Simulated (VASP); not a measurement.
# MgS (Fm-3m) in VASP: a series of runs, part 2 of 3

VASP 6.6.1. The steps go on from the part before.

### Step 3. Electric field gradients, PBEsol (volume scaled by 0.96)

INCAR reads:

```
PREC     = Accurate       # precision mode
ENCUT    = 520            # plane-wave cutoff, eV
EDIFF    = 1E-8           # SCF threshold, eV
ISMEAR   = -1             # smearing method
SIGMA    = 0.03           # smearing width, eV
LREAL    = False          # projectors in reciprocal space
LASPH    = True           # aspherical terms in the spheres
NELM     = 80             # most SCF steps
ALGO     = Normal         # electronic algorithm
ISIF     = 2              # what is computed and relaxed
LWAVE    = False          # write WAVECAR
LCHARG   = False          # write CHGCAR
GGA      = PS             # functional
LEFG     = True         
NBANDS   = 11             # bands
```

KPOINTS reads:

```
Automatic mesh
0
Gamma
  10 10 10
```

POSCAR reads:

```
MgS
1.0
    0.0000000000      2.5664882573      2.5664882573
    2.5664882573      0.0000000000      2.5664882573
    2.5664882573      2.5664882573      0.0000000000
Mg S
1 1
Direct
    0.0000000000      0.0000000000      0.0000000000
    0.5000000000      0.5000000000      0.5000000000
```

Potentials or basis: VASP PAW PBE potentials, release 64 (Mg, S).

Run with:

```sh
cat potpaw_PBE.64/Mg/POTCAR potpaw_PBE.64/S/POTCAR > POTCAR
mpirun -np 1 vasp_std > vasp.out
```

OUTCAR:

```text
PREC = Accurate
   ENCUT = 520
   EDIFF = 1E-8
   ISMEAR = -1
   LREAL = False
   LASPH = True
   NELM = 80
   ISIF = 2
   GGA = PS

 ion  position               nearest neighbor table
   1  0.000  0.000  0.000-   2 2.57   2 2.57   2 2.57   2 2.57   2 2.57   2 2.57
   2  0.500  0.500  0.500-   1 2.57   1 2.57   1 2.57   1 2.57   1 2.57   1 2.57

  LATTYP: Found a face centered cubic cell.
 ALAT       =     5.1329765146

  Lattice vectors:

 A1 = (   0.0000000000,   2.5664882573,   2.5664882573)
 A2 = (   2.5664882573,   0.0000000000,   2.5664882573)
 A3 = (   2.5664882573,   2.5664882573,   0.0000000000)

Analysis of symmetry for initial positions (statically):
=====================================================================
 Subroutine PRICEL returns:
 Original cell was already a primitive cell.

 Routine SETGRP: Setting up the symmetry group for a
 face centered cubic supercell.

 Subroutine GETGRP returns: Found 48 space group operations
 (whereof 48 operations were pure point group operations)
 out of a pool of 48 trial point group operations.

The static configuration has the point symmetry O_h .

Analysis of symmetry for dynamics (positions and initial velocities):
=====================================================================
 Subroutine PRICEL returns:
 Original cell was already a primitive cell.

 Routine SETGRP: Setting up the symmetry group for a
 face centered cubic supercell.

 Subroutine GETGRP returns: Found 48 space group operations
 (whereof 48 operations were pure point group operations)
 out of a pool of 48 trial point group operations.

[... 478 lines left out ...]
      1      -7.4750      2.00000
      2       0.2378      2.00000
      3       2.2852      2.00000
      4       2.5828      2.00000
      5       8.0114      0.00000
      6       9.0617      0.00000
      7      13.7214      0.00000
      8      14.6614      0.00000
      9      16.3678      0.00000
     10      17.4539      0.00000
     11      20.9545      0.00000

 [... further k-points ...]

------------------------ aborting loop because EDIFF is reached ----------------------------------------

  FORCE on cell =-STRESS in cart. coord.  units (eV):
  Direction    XX          YY          ZZ          XY          YZ          ZX
  --------------------------------------------------------------------------------------
  -------------------------------------------------------------------------------------
  Total        0.4575435      0.4575435      0.4575435     -0.0000000      0.0000000     -0.0000000
  in kB       21.6817880     21.6817880     21.6817880     -0.0000000      0.0000000     -0.0000000
  external PRESSURE =      21.6817880 kB  Pullay stress =       0.0000000 kB

 VOLUME and BASIS-vectors are now :
 -----------------------------------------------------------------------------
  energy-cutoff  :      520.00
  volume of cell :       33.81
      direct lattice vectors                 reciprocal lattice vectors
     0.000000000  2.566488257  2.566488257    -0.194818737  0.194818737  0.194818737
     2.566488257  0.000000000  2.566488257     0.194818737 -0.194818737  0.194818737
     2.566488257  2.566488257  0.000000000     0.194818737  0.194818737 -0.194818737

 POSITION                                       TOTAL-FORCE (eV/Angst)
 -----------------------------------------------------------------------------------
      0.00000      0.00000      0.00000         0.000000      0.000000      0.000000
      2.56649      2.56649      2.56649        -0.000000     -0.000000     -0.000000
 -----------------------------------------------------------------------------------
    total drift:                                0.000000      0.000000      0.000000

  FREE ENERGIE OF THE ION-ELECTRON SYSTEM (eV)
  ---------------------------------------------------
  free  energy   TOTEN  =        -9.0692066904 eV

  energy  without entropy=       -9.0692066904  energy(sigma->0) =       -9.06920669

 Electric field gradients (V/A^2)
---------------------------------------------------------------------
 ion       V_xx      V_yy      V_zz      V_xy      V_xz      V_yz
---------------------------------------------------------------------
   1      -0.000    -0.000    -0.000     0.000     0.000     0.000
   2      -0.000     0.000    -0.000    -0.000    -0.000    -0.000
---------------------------------------------------------------------

 Electric field gradients after diagonalization (V/A^2)
 (convention: |V_zz| > |V_xx| > |V_yy|)
----------------------------------------------------------------------
 ion       V_xx      V_yy      V_zz     asymmetry (V_yy - V_xx)/ V_zz
----------------------------------------------------------------------
   1      -0.000    -0.000     0.000       0.000
   2       0.000     0.000    -0.001       0.000
----------------------------------------------------------------------

           NMR quadrupolar parameters

 Cq : quadrupolar parameter    Cq=e*Q*V_zz/h
 eta: asymmetry parameters     (V_yy - V_xx)/ V_zz
 Q  : nuclear electric quadrupole moment in mb (millibarn)
----------------------------------------------------------------------
 ion       Cq(MHz)       eta       Q (mb)
----------------------------------------------------------------------
   1       0.000       0.000       1.000
   2      -0.000       0.000       1.000
----------------------------------------------------------------------
```

OSZICAR:

```text
N       E                     dE             d eps       ncg     rms          rms(c)
DAV:   1     0.217902064590E+02    0.21790E+02   -0.36051E+03  1050   0.596E+02
DAV:   2    -0.796338426609E+01   -0.29754E+02   -0.28267E+02  1309   0.102E+02
DAV:   3    -0.941835816688E+01   -0.14550E+01   -0.14525E+01  1274   0.234E+01
DAV:   4    -0.942723273073E+01   -0.88746E-02   -0.88738E-02  1225   0.218E+00
DAV:   5    -0.942730775923E+01   -0.75029E-04   -0.75028E-04  1286   0.200E-01    0.429E+00
DAV:   6    -0.911231157691E+01    0.31500E+00   -0.64478E-01  1178   0.318E+00    0.326E+00
DAV:   7    -0.907176173795E+01    0.40550E-01   -0.18364E-01  1235   0.183E+00    0.198E+00
DAV:   8    -0.906941325344E+01    0.23485E-02   -0.96423E-03  1154   0.562E-01    0.741E-01
DAV:   9    -0.906921552613E+01    0.19773E-03   -0.46065E-04  1184   0.121E-01    0.312E-01
DAV:  10    -0.906920791991E+01    0.76062E-05   -0.15907E-04  1202   0.560E-02    0.238E-02
DAV:  11    -0.906920694125E+01    0.97866E-06   -0.35743E-06  1172   0.101E-02    0.169E-02
DAV:  12    -0.906920672081E+01    0.22044E-06   -0.43548E-07  1258   0.361E-03    0.896E-04
DAV:  13    -0.906920669610E+01    0.24707E-07   -0.16252E-08   816   0.601E-04    0.195E-04
DAV:  14    -0.906920669039E+01    0.57125E-08   -0.70359E-10   673   0.204E-04
   1 F= -.90692067E+01 E0= -.90692067E+01  d E =-.115273E-10
```

Run time: 33 s. Hardware: 1 thread of Intel Xeon 8259CL, shared host; peak memory 0.16 GiB.

What came out:

```
Free energy            : -9.0692 eV
Pressure               : 2.2 GPa
Band gap on the k mesh : 2.79 eV, indirect (least direct gap 3.92 eV)
```

Caveat: without QUAD_EFG the Cq values of the log hold for a quadrupole moment of 1 mb, not for the nuclei; the PAW data sets were made with another functional, which shifts forces and pressure a little. A k mesh can miss the band edges.

[end of part 2 of 3]
